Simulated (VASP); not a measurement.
Here is a VASP 6.6.1 calculation.

File INCAR:

```
SYSTEM = Rh
PREC     = Accurate       ! precision mode
ENCUT    = 600            ! plane-wave cutoff, eV
EDIFF    = 1E-6           ! SCF threshold, eV
ISMEAR   = -1             ! smearing method
SIGMA    = 0.08           ! smearing width, eV
LREAL    = .FALSE.        ! projectors in reciprocal space
LASPH    = .TRUE.         ! aspherical terms in the spheres
NELM     = 150            ! most SCF steps
ALGO     = Normal         ! electronic algorithm
ISIF     = 3              ! what is computed and relaxed
LWAVE    = .FALSE.        ! write WAVECAR
LCHARG   = .FALSE.        ! write CHGCAR
ISPIN    = 2              ! spin polarisation
MAGMOM   = 0 0            ! initial moments
LORBIT   = 11             ! projections on sites
LMAXMIX  = 4              ! l up to which the mixer works
GGA      = PS             ! functional
IBRION   = 2              ! ionic algorithm
NSW      = 60             ! ionic steps
EDIFFG   = -0.05          ! ionic threshold
```

KPOINTS

```
Automatic mesh
0
G
  19 19 10
  0 0 0
```

Contents of POSCAR:

```
Rh
1.0
    2.6801533640      0.0000000000      0.0000000000
   -1.3400766820      2.3210808993      0.0000000000
    0.0000000000      0.0000000000      4.3418484497
Rh
2
Direct
    0.3333333333      0.6666666667      0.2500000000
    0.6666666667      0.3333333333      0.7500000000
```

Potentials or basis: VASP PAW PBE potentials, release 64 (Rh_pv).

Command:

```bash
$ cat potpaw_PBE.64/Rh_pv/POTCAR > POTCAR
$ mpirun -np 1 vasp_std > vasp.out
```

Problem. What does it give for the net moment?

Solution. 0.00 μB per cell.

Problem. Estimate the space group after relaxing (to 0.1 Å).

Solution. P6_3/mmc (No. 194).

Stress tensor (GPa, compression positive):
```
-0.02  0.00  0.00
 0.00 -0.02  0.00
 0.00  0.00  0.25
```

Caveat: the PAW data sets were made with another functional, which shifts forces and pressure a little.
